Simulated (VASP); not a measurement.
Input of a VASP 6.6.1 run:

The input INCAR:

```
SYSTEM = Be3CdTe4
PREC = Accurate
ENCUT = 520
EDIFF = 1E-6
ISMEAR = 0
SIGMA = 0.2
LREAL = .FALSE.
LASPH = .TRUE.
NELM = 100
ALGO = Normal
ISIF = 2
LWAVE = .FALSE.
LCHARG = .FALSE.
GGA = PE
NBANDS = 31
```

The input KPOINTS:

```
Automatic mesh
0
G
  4 4 2
  0 0 0
```

POSCAR

```
Be3CdTe4
1.0
    4.1318346928      0.0000000000      0.0000000000
    0.0000000000      4.1318346928      0.0000000000
    0.0000000000      0.0000000000     12.0668083154
Be Cd Te
3 1 4
Direct
    0.0000000000      0.0000000000      0.5000000000
    0.5000000000      0.5000000000      0.7291325558
    0.5000000000      0.5000000000      0.2708674442
    0.0000000000      0.0000000000      0.0000000000
    0.0000000000      0.5000000000      0.6144535487
    0.5000000000      0.0000000000      0.3855464513
    0.5000000000      0.0000000000      0.8419738151
    0.0000000000      0.5000000000      0.1580261849
```

Potentials or basis: VASP PAW PBE potentials, release 64 (Be, Cd, Te).

Launch:

```console
$ cat potpaw_PBE.64/Be/POTCAR potpaw_PBE.64/Cd/POTCAR potpaw_PBE.64/Te/POTCAR > POTCAR
$ mpirun -np 1 vasp_std > vasp.out
```

(1) Estimate the pressure.

(2) What does it give for the band gap on the k mesh?

(3) What does it give for the largest force?

Results:

(1) 0.1 GPa.

(2) 1.80 eV, indirect (least direct gap 1.87 eV).

(3) 0.079 eV/Å.

Caveat: spin-orbit coupling is left out, which moves the levels of the heavy elements.
